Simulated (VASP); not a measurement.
# MgB2 (P6/mmm) in VASP: notebook, part 2 of 2

VASP 6.6.1. Earlier steps stand in the parts before.

## Step 3: Electric field gradients, PBE

This run uses another cell than the first one, of 9.68 Å³/atom.

File INCAR:

```
SYSTEM = MgB2
PREC     = Accurate       ! precision mode
ENCUT    = 520            ! plane-wave cutoff, eV
EDIFF    = 1E-8           ! SCF threshold, eV
ISMEAR   = 0              ! smearing method
SIGMA    = 0.05           ! smearing width, eV
LREAL    = .False.        ! projectors in reciprocal space
LASPH    = .True.         ! aspherical terms in the spheres
NELM     = 80             ! most SCF steps
ALGO     = Normal         ! electronic algorithm
ISIF     = 2              ! what is computed and relaxed
LWAVE    = .False.        ! write WAVECAR
LCHARG   = .False.        ! write CHGCAR
GGA      = PE             ! functional
LEFG     = .True.       
NBANDS   = 11             ! bands
```

File KPOINTS:

```
Automatic mesh
0
Gamma
  14 14 12
  0 0 0
```

File POSCAR:

```
MgB2
1.0
    3.0850000000      0.0000000000      0.0000000000
   -1.5425000000      2.6716883707      0.0000000000
    0.0000000000      0.0000000000      3.5230000000
Mg B
1 2
Direct
    0.0000000000      0.0000000000      0.0000000000
    0.3333333333      0.6666666667      0.5000000000
    0.6666666667      0.3333333333      0.5000000000
```

Potentials or basis: VASP PAW PBE potentials, release 64 (Mg, B).

Launch:

```console
cat potpaw_PBE.64/Mg/POTCAR potpaw_PBE.64/B/POTCAR > POTCAR
mpirun -np 1 vasp_std > vasp.out
```

OUTCAR:

```text
SYSTEM = MgB2
   PREC = Accurate
   ENCUT = 520
   EDIFF = 1E-8
   ISMEAR = 0
   LREAL = .False.
   LASPH = .True.
   NELM = 80
   ISIF = 2
   GGA = PE

 ion  position               nearest neighbor table
   1  0.000  0.000  0.000-   2 2.51   3 2.51   2 2.51   3 2.51   3 2.51   3 2.51   2 2.51   2 2.51
                             3 2.51   3 2.51   2 2.51   2 2.51
   2  0.333  0.667  0.500-   3 1.78   3 1.78   3 1.78   1 2.51   1 2.51   1 2.51   1 2.51   1 2.51
                             1 2.51
   3  0.667  0.333  0.500-   2 1.78   2 1.78   2 1.78   1 2.51   1 2.51   1 2.51   1 2.51   1 2.51
                             1 2.51

  LATTYP: Found a hexagonal cell.
 ALAT       =     3.0850000000
 C/A-ratio  =     1.1419773096

  Lattice vectors:

 A1 = (   3.0850000000,   0.0000000000,   0.0000000000)
 A2 = (  -1.5425000000,   2.6716883707,   0.0000000000)
 A3 = (   0.0000000000,   0.0000000000,   3.5230000000)

Analysis of symmetry for initial positions (statically):
=====================================================================
 Subroutine PRICEL returns:
 Original cell was already a primitive cell.

 Routine SETGRP: Setting up the symmetry group for a
 hexagonal supercell.

 Subroutine GETGRP returns: Found 24 space group operations
 (whereof 24 operations were pure point group operations)
 out of a pool of 24 trial point group operations.

The static configuration has the point symmetry D_6h.

Analysis of symmetry for dynamics (positions and initial velocities):
=====================================================================
 Subroutine PRICEL returns:
 Original cell was already a primitive cell.

 Routine SETGRP: Setting up the symmetry group for a
 hexagonal supercell.
[... 497 lines left out ...]
     11      18.0893      0.00000

 [... further k-points ...]

------------------------ aborting loop because EDIFF is reached ----------------------------------------

  FORCE on cell =-STRESS in cart. coord.  units (eV):
  Direction    XX          YY          ZZ          XY          YZ          ZX
  --------------------------------------------------------------------------------------
  -------------------------------------------------------------------------------------
  Total       -0.2756652     -0.2756652     -0.1411180      0.0000000     -0.0000000      0.0000000
  in kB      -15.2103422    -15.2103422     -7.7864491      0.0000000     -0.0000000      0.0000000
  external PRESSURE =     -12.7357112 kB  Pullay stress =       0.0000000 kB

 VOLUME and BASIS-vectors are now :
 -----------------------------------------------------------------------------
  energy-cutoff  :      520.00
  volume of cell :       29.04
      direct lattice vectors                 reciprocal lattice vectors
     3.085000000  0.000000000  0.000000000     0.324149109  0.187147575  0.000000000
    -1.542500000  2.671688371  0.000000000     0.000000000  0.374295150  0.000000000
     0.000000000  0.000000000  3.523000000     0.000000000  0.000000000  0.283848992

 POSITION                                       TOTAL-FORCE (eV/Angst)
 -----------------------------------------------------------------------------------
      0.00000      0.00000      0.00000         0.000000      0.000000      0.000000
     -0.00000      1.78113      1.76150        -0.000000      0.000000      0.000000
      1.54250      0.89056      1.76150         0.000000      0.000000     -0.000000
 -----------------------------------------------------------------------------------
    total drift:                                0.000000     -0.000000      0.000000

  FREE ENERGIE OF THE ION-ELECTRON SYSTEM (eV)
  ---------------------------------------------------
  free  energy   TOTEN  =       -15.3238166175 eV

  energy  without entropy=      -15.3230103745  energy(sigma->0) =      -15.32341350

 Electric field gradients (V/A^2)
---------------------------------------------------------------------
 ion       V_xx      V_yy      V_zz      V_xy      V_xz      V_yz
---------------------------------------------------------------------
   1       0.128     0.128    -0.255    -0.000    -0.000     0.000
   2      -9.876    -9.876    19.752    -0.000     0.000    -0.000
   3      -9.876    -9.876    19.752    -0.000     0.000     0.000
---------------------------------------------------------------------

 Electric field gradients after diagonalization (V/A^2)
 (convention: |V_zz| > |V_xx| > |V_yy|)
----------------------------------------------------------------------
 ion       V_xx      V_yy      V_zz     asymmetry (V_yy - V_xx)/ V_zz
----------------------------------------------------------------------
   1       0.128     0.128    -0.255       0.000
   2      -9.876    -9.876    19.752       0.000
   3      -9.876    -9.876    19.752       0.000
----------------------------------------------------------------------

           NMR quadrupolar parameters

 Cq : quadrupolar parameter    Cq=e*Q*V_zz/h
 eta: asymmetry parameters     (V_yy - V_xx)/ V_zz
 Q  : nuclear electric quadrupole moment in mb (millibarn)
----------------------------------------------------------------------
 ion       Cq(MHz)       eta       Q (mb)
----------------------------------------------------------------------
   1      -0.001       0.000       1.000
   2       0.048       0.000       1.000
   3       0.048       0.000       1.000
----------------------------------------------------------------------
```

OSZICAR:

```text
N       E                     dE             d eps       ncg     rms          rms(c)
DAV:   1     0.416670668845E+01    0.41667E+01   -0.37473E+03  3952   0.608E+02
DAV:   2    -0.164521850588E+02   -0.20619E+02   -0.19376E+02  4867   0.106E+02
DAV:   3    -0.169992252171E+02   -0.54704E+00   -0.54371E+00  4838   0.142E+01
DAV:   4    -0.170005319032E+02   -0.13067E-02   -0.13066E-02  4308   0.782E-01
DAV:   5    -0.170005371307E+02   -0.52275E-05   -0.52279E-05  4642   0.493E-02    0.522E+00
DAV:   6    -0.155710139411E+02    0.14295E+01   -0.17721E+00  4196   0.616E+00    0.250E+00
DAV:   7    -0.153291089530E+02    0.24190E+00   -0.97873E-01  4326   0.455E+00    0.762E-01
DAV:   8    -0.153363842782E+02   -0.72753E-02   -0.11928E-01  4165   0.184E+00    0.431E-01
DAV:   9    -0.153242508274E+02    0.12133E-01   -0.25687E-02  4118   0.731E-01    0.955E-02
DAV:  10    -0.153238169705E+02    0.43386E-03   -0.25233E-03  4508   0.262E-01    0.244E-02
DAV:  11    -0.153238168593E+02    0.11119E-06   -0.73969E-05  4143   0.583E-02    0.322E-03
DAV:  12    -0.153238170773E+02   -0.21801E-06   -0.46936E-06  4257   0.101E-02    0.335E-03
DAV:  13    -0.153238166193E+02    0.45799E-06   -0.14599E-06  4209   0.592E-03    0.214E-04
DAV:  14    -0.153238166175E+02    0.18015E-08   -0.34294E-08  4415   0.125E-03
   1 F= -.15323817E+02 E0= -.15323413E+02  d E =-.806243E-03
```

Run time: 16 s. Hardware: 1 thread of Intel Xeon 6975P-C (Granite Rapids), shared host; peak memory 0.18 GiB.

Results:

```yaml
Free_energy: -15.3238 eV
Pressure: -1.3 GPa
Band_gap_on_the_k_mesh: zero (bands 4 and 5 overlap by 3.01 eV)
Largest_electric_field_gradient_by_atom: Mg -0.3; B +19.8 V/Å²
```

Levels at points of the mesh, in eV from the Fermi level:
```tsv
k point	band 1	band 2	band 3	band 4	band 5	band 6	band 7	band 8	band 9
(0.00, 0.00, 0.00)	-12.42	-2.94	0.36	0.36	1.65	6.30	6.30	8.07	9.93
(0.50, 0.00, 0.00)	-8.54	-7.82	-2.17	0.21	3.07	3.87	5.32	7.09	12.56
(0.00, 0.00, 0.50)	-11.14	-7.42	0.74	0.74	6.63	6.63	7.94	9.83	9.96
(0.50, 0.00, 0.50)	-7.56	-6.92	-3.56	-1.88	-1.30	5.69	8.75	8.90	13.02
```

Electric field gradients, principal values (V/Å²):
| atom | least | middle | greatest (by size) |
| --- | --- | --- | --- |
| 1 Mg | 0.128 | 0.128 | -0.255 |
| 2 B | -9.876 | -9.876 | 19.752 |
| 3 B | -9.876 | -9.876 | 19.752 |

Caveat: without QUAD_EFG the Cq values of the log hold for a quadrupole moment of 1 mb, not for the nuclei.
